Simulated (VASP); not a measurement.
# Pt (Pm-3m) in VASP: a series of runs

Runs on Pt. Level: LDA. Tasks: relaxation of cell and atoms, single point.

All numbers are computed with VASP 6.6.1; they aren't measurements. Logs are shortened: lines on timing, memory, paths and dates and some standing lists are left out, and cuts for length are marked.

### Step 1. The cell of the first run

The structure is cubic, space group Pm-3m (No. 221). Conventional cell: a = 2.536 Å, b = 2.536 Å, c = 2.536 Å, α = 90.00°, β = 90.00°, γ = 90.00°. Within 3.3 Å of Pt (site symmetry m-3m) lie 6 Pt at 2.54 Å.

This isn't the form of Pt at room conditions, which is fcc.

### Step 2. Relaxation of cell and atoms, LDA

INCAR

```
ALGO = Normal
EDIFF = 1E-6
EDIFFG = -0.01
ENCUT = 600
GGA = CA
IBRION = 2
ISIF = 3
ISMEAR = -1
LASPH = True
LCHARG = False
LREAL = False
LWAVE = False
NELM = 100
NSW = 80
PREC = Accurate
SIGMA = 0.1
```

KPOINTS

```
k-points
0
Gamma
  12 12 12
```

POSCAR

```
Pt
1.0
    2.5356188197      0.0000000000      0.0000000000
    0.0000000000      2.5356188197      0.0000000000
    0.0000000000      0.0000000000      2.5356188197
Pt
1
Direct
    0.0000000000      0.0000000000      0.0000000000
```

Potentials or basis: VASP PAW LDA potentials, release 64 (Pt).

On the command line:

```bash
> cat potpaw_LDA.64/Pt/POTCAR > POTCAR
> mpirun -np 1 vasp_std > vasp.out
```

OUTCAR:

```text
EDIFF = 1E-6
   EDIFFG = -0.01
   ENCUT = 600
   GGA = CA
   IBRION = 2
   ISIF = 3
   ISMEAR = -1
   LASPH = True
   LREAL = False
   NELM = 100
   NSW = 80
   PREC = Accurate

 ion  position               nearest neighbor table
   1  0.000  0.000  0.000-

  LATTYP: Found a simple cubic cell.
 ALAT       =     2.5356188197

  Lattice vectors:

 A1 = (   2.5356188197,   0.0000000000,   0.0000000000)
 A2 = (   0.0000000000,   2.5356188197,   0.0000000000)
 A3 = (   0.0000000000,   0.0000000000,   2.5356188197)

Analysis of symmetry for initial positions (statically):
=====================================================================
 Subroutine PRICEL returns:
 Original cell was already a primitive cell.

 Routine SETGRP: Setting up the symmetry group for a
 simple cubic supercell.

 Subroutine GETGRP returns: Found 48 space group operations
 (whereof 48 operations were pure point group operations)
 out of a pool of 48 trial point group operations.

The static configuration has the point symmetry O_h .

Analysis of symmetry for dynamics (positions and initial velocities):
=====================================================================
 Subroutine PRICEL returns:
 Original cell was already a primitive cell.

 Routine SETGRP: Setting up the symmetry group for a
 simple cubic supercell.

 Subroutine GETGRP returns: Found 48 space group operations
 (whereof 48 operations were pure point group operations)
 out of a pool of 48 trial point group operations.

The dynamic configuration has the point symmetry O_h .

 Subroutine INISYM returns: Found 48 space group operations
 (whereof 48 operations are pure point group operations),
 and found     1 'primitive' translations

----------------------------------------------------------------------------------------

                                     Primitive cell

  volume of cell :      16.3024

  direct lattice vectors                    reciprocal lattice vectors
     2.535618820  0.000000000  0.000000000     0.394381045  0.000000000  0.000000000
     0.000000000  2.535618820  0.000000000     0.000000000  0.394381045  0.000000000
     0.000000000  0.000000000  2.535618820     0.000000000  0.000000000  0.394381045

  length of vectors
     2.535618820  2.535618820  2.535618820     0.394381045  0.394381045  0.394381045
[... 92 lines left out ...]
   EMIN   =  10.00;   EMAX   =-10.00  energy-range for DOS
   EFERMI =   0.00;   METHOD = LEGACY
   ISMEAR =    -1;   SIGMA  =   0.10  broadening in eV -4-tet -1-fermi 0-gaus
   EFERMI_NEDOS =   21; number of points for ismear=-14 and -15
   IALGO  =     38    algorithm
   IMIX   =      4    mixing-type and parameters
     AMIX     =   0.40;   BMIX     =  1.00
     AMIX_MAG =   1.60;   BMIX_MAG =  1.00
  volume/ion in A,a.u.               =      16.30       110.01
  Fermi-wavevector in a.u.,A,eV,Ry     =   1.390991  2.628591 26.325299  1.934855
  Thomas-Fermi vector in A             =   2.514873
   LORBIT       =      0    0 simple, 1 ext, 2 COOP (PROOUT), +10 PAW based schemes
   GGA     = CA    functional components
   LHFCALC =     F    Hartree Fock is set to
   AEXX    =    0.0000 exact exchange contribution
   IVDW    =     0    specifies the selected vdW correction
   LEPSILON=     F    determine dielectric tensor
   LRPA    =     F    only Hartree local field effects (RPA)
 conjugate gradient relaxation of ions
 non-spin polarized calculation
  energy-cutoff  :      600.00
  volume of cell :       16.30
 maximum number of plane-waves:       560
   NGX = 11   NGY = 11   NGZ = 11

--------------------------------------- Ionic step        1  -------------------------------------------

 number of electron      10.0000000 magnetization

 Free energy of the ion-electron system (eV)
  ---------------------------------------------------
  ext. energy  EPLUGINS =         0.00000000
  ---------------------------------------------------
  free energy    TOTEN  =        -6.96752538 eV

  energy without entropy =       -6.92973344  energy(sigma->0) =       -6.94862941

------------------------ aborting loop because EDIFF is reached ----------------------------------------

  FORCE on cell =-STRESS in cart. coord.  units (eV):
  Direction    XX          YY          ZZ          XY          YZ          ZX
  --------------------------------------------------------------------------------------
  -------------------------------------------------------------------------------------
  Total        1.1298597      1.1298597      1.1298597     -0.0000000      0.0000000     -0.0000000
  in kB      111.0409605    111.0409605    111.0409605     -0.0000000      0.0000000     -0.0000000
  external PRESSURE =     111.0409605 kB  Pullay stress =       0.0000000 kB
[... 92 lines left out ...]
--------------------------------------- Ionic step        4  -------------------------------------------

 number of electron       9.9999998 magnetization

 Free energy of the ion-electron system (eV)
  ---------------------------------------------------
  ext. energy  EPLUGINS =         0.00000000
  ---------------------------------------------------
  free energy    TOTEN  =        -6.99114646 eV

  energy without entropy =       -6.95105898  energy(sigma->0) =       -6.97110272

 E-fermi :   8.9591     XC(G=0): -12.8533

 val. band max:        8.9575771292   @ k =   0.4167   0.1667   0.0000
 cond. band min:       8.9628420676   @ k =   0.0833   0.0833   0.0000
 fundamental gap:      0.0052649384
 Fermi energy:         8.9590683704

 k-point     1 :       0.0000    0.0000    0.0000
  band No.  band energies     occupation
      1       0.0349      2.00000
      2       2.8283      2.00000
      3       2.8283      2.00000
      4       9.3654      0.03380
      5       9.3654      0.03380
      6       9.3654      0.03380
      7      24.4366      0.00000
      8      24.4366      0.00000
      9      24.4366      0.00000
[... 265 lines left out ...]
 k-point    24 :       0.4167    0.3333    0.0000
  band No.  band energies     occupation
      1       3.3695      2.00000
      2       3.7314      2.00000
      3       7.4337      2.00000
      4       7.8585      1.99997
      5       7.8763      1.99996
      6      10.5675      0.00000
      7      15.6883      0.00000
      8      21.3391      0.00000
      9      25.1200      0.00000

 [... further k-points ...]

------------------------ aborting loop because EDIFF is reached ----------------------------------------

  FORCE on cell =-STRESS in cart. coord.  units (eV):
  Direction    XX          YY          ZZ          XY          YZ          ZX
  --------------------------------------------------------------------------------------
  -------------------------------------------------------------------------------------
  Total       -0.0045291     -0.0045291     -0.0045291     -0.0000000      0.0000000      0.0000000
  in kB       -0.4263977     -0.4263977     -0.4263977     -0.0000000      0.0000000      0.0000000
  external PRESSURE =      -0.4263977 kB  Pullay stress =       0.0000000 kB
[... 16 lines left out ...]
  FREE ENERGIE OF THE ION-ELECTRON SYSTEM (eV)
  ---------------------------------------------------
  free  energy   TOTEN  =        -6.9911464613 eV

  energy  without entropy=       -6.9510589770  energy(sigma->0) =       -6.97110272

 reached required accuracy - stopping structural energy minimisation
```

Run time: 30 s. Hardware: 1 thread of Intel Xeon 8259CL, shared host; peak memory 0.14 GiB.

What came out:

| Item | Value |
| --- | --- |
| Free energy | -6.9911 eV |
| Relaxed volume | 17.02 Å³/atom |
| Relaxed cell | a = 2.572 Å, b = 2.572 Å, c = 2.572 Å, α = 90.00°, β = 90.00°, γ = 90.00° |
| Space group after relaxing (to 0.1 Å) | Pm-3m (No. 221) |
| Energy gained by relaxing | 23.6 meV/atom |
| Ionic steps | 4 |
| Pressure after relaxing | 0.0 GPa |
| Band gap on the k mesh | zero (bands 5 and 6 overlap by 3.32 eV) |

The path:
```
step  energy change (eV)  largest force (eV/Å)  pressure (GPa)  volume (Å³)
   1              0.0000                0.0000           11.10        16.30
   2              0.1238                0.0000          -19.88        19.12
   3             -0.0236                0.0000           -0.46        17.05
   4             -0.0236                0.0000           -0.04        17.02
```

Final structure:
```yaml
crystal:
  lattice:
    - [2.57218, 0.00000, 0.00000]
    - [0.00000, 2.57218, 0.00000]
    - [0.00000, 0.00000, 2.57218]
  atoms:
    - { symbol: Pt, position: [0.00000, 0.00000, 0.00000] }
```

Levels at points of the mesh, in eV from the Fermi level:
```csv
k point,band 2,band 3,band 4,band 5,band 6,band 7,band 8,band 9
"(0.00, 0.00, 0.00)",-6.13,-6.13,0.41,0.41,0.41,15.48,15.48,15.48
"(0.50, 0.00, 0.00)",-5.50,-1.98,-1.98,-0.72,0.64,4.84,16.50,19.80
"(0.50, 0.50, 0.00)",-4.98,-1.53,-1.53,2.15,4.51,4.51,10.25,13.86
"(0.50, 0.50, 0.50)",-5.23,-5.23,2.31,2.31,9.79,10.37,10.37,10.37
```

Caveat: spin-orbit coupling is left out, which moves the levels of the heavy elements.

### Step 3. Single point, LDA, non-collinear spin, zero start, spin-orbit coupling

This run uses another cell than the first one, of 16.98 Å³/atom.

INCAR

```
SYSTEM = Pt
PREC = Accurate ; ENCUT = 520
EDIFF = 1E-7 ; ISMEAR = -1
SIGMA = 0.1 ; LREAL = .FALSE.
LASPH = .TRUE. ; NELM = 150
ALGO = Normal ; ISIF = 2
LWAVE = .FALSE. ; LCHARG = .TRUE.
LNONCOLLINEAR = .TRUE. ; MAGMOM = 0 0 0
LORBIT = 11 ; LSORBIT = .TRUE.
GGA_COMPAT = .FALSE. ; LORBMOM = .TRUE.
LMAXMIX = 4 ; LVHAR = .TRUE.
NBANDS = 21
```

KPOINTS

```
regular mesh
0
G
  12 12 12
  0 0 0
```

POSCAR

```
Pt
1.0
    2.5702419731      0.0000000000      0.0000000000
    0.0000000000      2.5702419731      0.0000000000
    0.0000000000      0.0000000000      2.5702419731
Pt
1
Direct
    0.0000000000      0.0000000000      0.0000000000
```

Potentials or basis: VASP PAW LDA potentials, release 64 (Pt).

On the command line:

```bash
> cat potpaw_LDA.64/Pt/POTCAR > POTCAR
> mpirun -np 1 vasp_ncl > vasp.out
```

Wall time 55 s (1 thread of Intel Xeon 8259CL, shared host); peak memory 0.18 GiB.

It converged, with:

* Free energy: -7.3925 eV
* Pressure: 0.7 GPa
* Net moment: 0.00 μB per cell
* Valence electrons inside the program's atomic spheres: Pt 9.35

Moments on the atoms (μB; x, y, z):
```
Pt  0.00 0.00 0.00
```
